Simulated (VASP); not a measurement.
# Al in VASP: notebook, part 2 of 2

VASP 6.6.1.

## (4) Single point, PBEsol

This run uses another cell than the first one, of 16.19 Å³/atom, 0.985 times its volume.

The input, INCAR:

```
PREC = Accurate
ENCUT = 520
EDIFF = 1E-7
ISMEAR = 0
SIGMA = 0.1
LREAL = F
LASPH = T
NELM = 60
ALGO = Fast
ISIF = 2
LWAVE = F
LCHARG = F
GGA = PS
ISYM = 0
NBANDS = 8
```

The input, KPOINTS:

```
Automatic mesh
0
Gamma
  12 4 50
```

The input, POSCAR:

```
Al
1.0
    2.8394270055      0.0000000000      0.0000000000
    0.0000000000      8.5182810166      0.0000000000
    1.4197135028      2.3661891713      0.6692593634
Al
1
Direct
    0.0000000000      0.0000000000      0.0000000000
```

Potentials or basis: VASP PAW PBE potentials, release 64 (Al).

Command:

```console
> cat potpaw_PBE.64/Al/POTCAR > POTCAR
> mpirun -np 1 vasp_std > vasp.out
```

OUTCAR:

```text
PREC = Accurate
   ENCUT = 520
   EDIFF = 1E-7
   ISMEAR = 0
   LREAL = F
   LASPH = T
   NELM = 60
   ISIF = 2
   GGA = PS
   ISYM = 0

 ion  position               nearest neighbor table
   1  0.000  0.000  0.000-

IMPORTANT INFORMATION: All symmetrisations will be switched off!
NOSYMM: (Re-)initialisation of all symmetry stuff for point group C_1.

----------------------------------------------------------------------------------------

                                     Primitive cell

  volume of cell :      16.1874

  direct lattice vectors                    reciprocal lattice vectors
     2.839427006  0.000000000  0.000000000     0.352183732  0.000000000 -0.747094516
     0.000000000  8.518281017  0.000000000     0.000000000  0.117394577 -0.415052509
     1.419713503  2.366189171  0.669259363     0.000000000  0.000000000  1.494189031

  length of vectors
     2.839427006  8.518281017  2.839427006     0.825944064  0.431335220  1.494189031

  position of ions in fractional coordinates (direct lattice)
     0.000000000  0.000000000  0.000000000

  ion indices of the primitive-cell ions
   primitive index   ion index
                 1           1

----------------------------------------------------------------------------------------

 KPOINTS: Automatic mesh

Automatic generation of k-mesh.
 Grid dimensions read from file:
 generate k-points for:   12    4   50

 Generating k-lattice:

  Cartesian coordinates                     Fractional coordinates (reciprocal lattice)
     0.029348644  0.000000000 -0.062257876     0.083333333  0.000000000 -0.000000000
     0.000000000  0.029348644 -0.103763127     0.000000000  0.250000000  0.000000000
     0.000000000  0.000000000  0.029883781     0.000000000  0.000000000  0.020000000

  Length of vectors
     0.068828672  0.107833805  0.029883781

  Shift w.r.t. Gamma in fractional coordinates (k-lattice)
     0.000000000  0.000000000  0.000000000

 -----------------------------------------------------------------------------
|                                                                             |
|           W    W    AA    RRRRR   N    N  II  N    N   GGGG   !!!           |
|           W    W   A  A   R    R  NN   N  II  NN   N  G    G  !!!           |
|           W    W  A    A  R    R  N N  N  II  N N  N  G       !!!           |
|           W WW W  AAAAAA  RRRRR   N  N N  II  N  N N  G  GGG   !            |
|           WW  WW  A    A  R   R   N   NN  II  N   NN  G    G                |
|           W    W  A    A  R    R  N    N  II  N    N   GGGG   !!!           |
|                                                                             |
|     Your reciprocal lattice and k-lattice belong to different lattice       |
|     classes:                                                                |
|                                                                             |
|        The reciprocal lattice is body-centered cubic,                       |
|        whereas your k-lattice is triclinic.                                 |
|                                                                             |
|     Results are often still useful ...                                      |
|                                                                             |
 -----------------------------------------------------------------------------

 WARNING: IBZKPT: internal override: KBLOWUP is changed to .FALSE.
      ... skipping the blow-up phase ...

 Subroutine IBZKPT returns following result:
 ===========================================

 Found   1204 irreducible k-points:

 Following reciprocal coordinates:
            Coordinates               Weight
  0.000000  0.000000  0.000000      1.000000
  0.083333  0.000000  0.000000      2.000000
  0.166667  0.000000  0.000000      2.000000
  0.250000  0.000000  0.000000      2.000000
  0.333333  0.000000 -0.000000      2.000000
  0.416667  0.000000 -0.000000      2.000000
[... 16 lines left out ...]
  0.250000  0.500000  0.000000      2.000000
  0.333333  0.500000  0.000000      2.000000
 [... further k-points ...]
   k-points           NKPTS =   1204   k-points in BZ     NKDIM =   1204   number of bands    NBANDS=      8
   number of dos      NEDOS =    301   number of ions     NIONS =      1
   total plane-waves  NPLWV =  36864
   dimension x,y,z NGX =    24 NGY =   64 NGZ =   24
   dimension x,y,z NGXF=    48 NGYF=  128 NGZF=   48
   ions per type =               1
   NGX,Y,Z   is equivalent  to a cutoff of  14.05, 12.49, 14.05 a.u.
   NGXF,Y,Z  is equivalent  to a cutoff of  28.10, 24.98, 28.10 a.u.
 SYSTEM =  unknown system
   PREC   = accura    normal or accurate (medium, high low for compatibility)
   ISTART =      0    job   : 0-new  1-cont  2-samecut
   ICHARG =      2    charge: 1-file 2-atom 10-const
   ISPIN  =      1    spin polarized calculation?
   LNONCOLLINEAR =      F non collinear calculations
   LSORBIT =      F    spin-orbit coupling
   LASPH  =      T    aspherical Exc in radial PAW
   ENCUT  =  520.0 eV  38.22 Ry    6.18 a.u.   5.28 15.84  5.28*2*pi/ulx,y,z
   NELM   =     60;   NELMIN=  2; NELMDL= -5     # of ELM steps
   EDIFF  = 0.1E-06   stopping-criterion for ELM
   LREAL  =      F    real-space projection
   EDIFFG = 0.1E-05   stopping-criterion for IOM
   NSW    =      0    number of steps for IOM
   IBRION =     -1    ionic relax: 0-MD 1-quasi-New 2-CG
   NFREE  =      0    steps in history (QN), initial steepest desc. (CG)
   ISIF   =      2    stress and relaxation
   ISYM   =      0    0-nonsym 1-usesym 2-fastsym
   POTIM  = 0.5000    time-step for ionic-motion
   TEBEG  =    0.0;   TEEND  =   0.0 temperature during run
   PSTRESS=    0.0 pullay stress
   NELECT =       3.0000    total number of electrons
   NUPDOWN=      -1.0000    fix difference up-down
   EMIN   =  10.00;   EMAX   =-10.00  energy-range for DOS
   EFERMI =   0.00;   METHOD = LEGACY
   ISMEAR =     0;   SIGMA  =   0.10  broadening in eV -4-tet -1-fermi 0-gaus
   EFERMI_NEDOS =   21; number of points for ismear=-14 and -15
   IALGO  =     68    algorithm
   IMIX   =      4    mixing-type and parameters
     AMIX     =   0.40;   BMIX     =  1.00
     AMIX_MAG =   1.60;   BMIX_MAG =  1.00
  volume/ion in A,a.u.               =      16.19       109.24
  Fermi-wavevector in a.u.,A,eV,Ry     =   0.933375  1.763823 11.853247  0.871189
  Thomas-Fermi vector in A             =   2.060070
   LORBIT       =      0    0 simple, 1 ext, 2 COOP (PROOUT), +10 PAW based schemes
   GGA     = PS    functional components
   LHFCALC =     F    Hartree Fock is set to
   AEXX    =    0.0000 exact exchange contribution
   IVDW    =     0    specifies the selected vdW correction
   LEPSILON=     F    determine dielectric tensor
   LRPA    =     F    only Hartree local field effects (RPA)
 non-spin polarized calculation
 RMM-DIIS sequential band-by-band and
 Gauss-broadening in eV      SIGMA  =   0.10
  energy-cutoff  :      520.00
  volume of cell :       16.19
 maximum number of plane-waves:       451
 NGX is ok and might be reduce to    24
   NGX = 11   NGY = 31   NGZ = 11

 number of electron       3.0000000 magnetization

 Free energy of the ion-electron system (eV)
  ---------------------------------------------------
  ext. energy  EPLUGINS =         0.00000000
  ---------------------------------------------------
  free energy    TOTEN  =        -4.09696880 eV

  energy without entropy =       -4.09527619  energy(sigma->0) =       -4.09612249

 E-fermi :   8.0840     XC(G=0): -10.3268

 val. band max:        8.0835900404   @ k =   0.0833   0.0000   0.5000
 cond. band min:       8.0852775956   @ k =  -0.1667  -0.2500   0.2400
 fundamental gap:      0.0016875552
 Fermi energy:         8.0840401109

 k-point     1 :       0.0000    0.0000    0.0000
  band No.  band energies     occupation
      1      -3.1122      2.00000
      2      20.8510      0.00000
      3      20.8513      0.00000
      4      20.8515      0.00000
      5      22.4881      0.00000
      6      22.4884      0.00000
      7      22.4887      0.00000
      8      24.7741      0.00000
[... 243 lines left out ...]
 k-point    24 :       0.3333    0.5000    0.0000
  band No.  band energies     occupation
      1      -0.3361      2.00000
      2      11.1771      0.00000
      3      16.2027      0.00000
      4      16.9042      0.00000
      5      17.8787      0.00000
      6      22.8437      0.00000
      7      26.5034      0.00000
      8      28.0890      0.00000

 [... further k-points ...]
[... 5 lines left out ...]
  --------------------------------------------------------------------------------------
  -------------------------------------------------------------------------------------
  Total        0.0771469     -0.0077833     -0.0676251     -0.0169796      0.0285294      0.0142689
  in kB        7.6357552     -0.7703630     -6.6933141     -1.6805848      2.8237530      1.4122904
  external PRESSURE =       0.0573594 kB  Pullay stress =       0.0000000 kB

 VOLUME and BASIS-vectors are now :
 -----------------------------------------------------------------------------
  energy-cutoff  :      520.00
  volume of cell :       16.19
      direct lattice vectors                 reciprocal lattice vectors
     2.839427006  0.000000000  0.000000000     0.352183732  0.000000000 -0.747094516
     0.000000000  8.518281017  0.000000000     0.000000000  0.117394577 -0.415052509
     1.419713503  2.366189171  0.669259363     0.000000000  0.000000000  1.494189031

 POSITION                                       TOTAL-FORCE (eV/Angst)
 -----------------------------------------------------------------------------------
      0.00000      0.00000      0.00000         0.000000     -0.000000     -0.000000
 -----------------------------------------------------------------------------------
    total drift:                                0.000000     -0.000000     -0.000000

  FREE ENERGIE OF THE ION-ELECTRON SYSTEM (eV)
  ---------------------------------------------------
  free  energy   TOTEN  =        -4.0969687978 eV

  energy  without entropy=       -4.0952761853  energy(sigma->0) =       -4.09612249
```

stdout:

```text
POSCAR found type information on POSCAR Al
 POSCAR found :  1 types and       1 ions
 scaLAPACK will be used
 -----------------------------------------------------------------------------
|                                                                             |
|                                                                             |
|     You enforced a specific xc type in the INCAR file but a different       |
[... 22 lines left out ...]
 -----------------------------------------------------------------------------

 POSCAR, INCAR and KPOINTS ok, starting setup
 FFT: planning ... GRIDC
 FFT: planning ... GRID_SOFT
 FFT: planning ... GRID
 WAVECAR not read
 entering main loop
WARNING in EDDRMM: call to ZHEGV failed, returncode =   8  4      8
```

It took 19 min on 1 thread of AMD EPYC 7R13 (Zen 3), shared host; peak memory 0.26 GiB.

The run converged, but its numbers aren't listed here, since they failed a check.

Caveat: the k points lie up to 0.68 Å⁻¹ apart; the PAW data sets were made with another functional, which shifts forces and pressure a little.
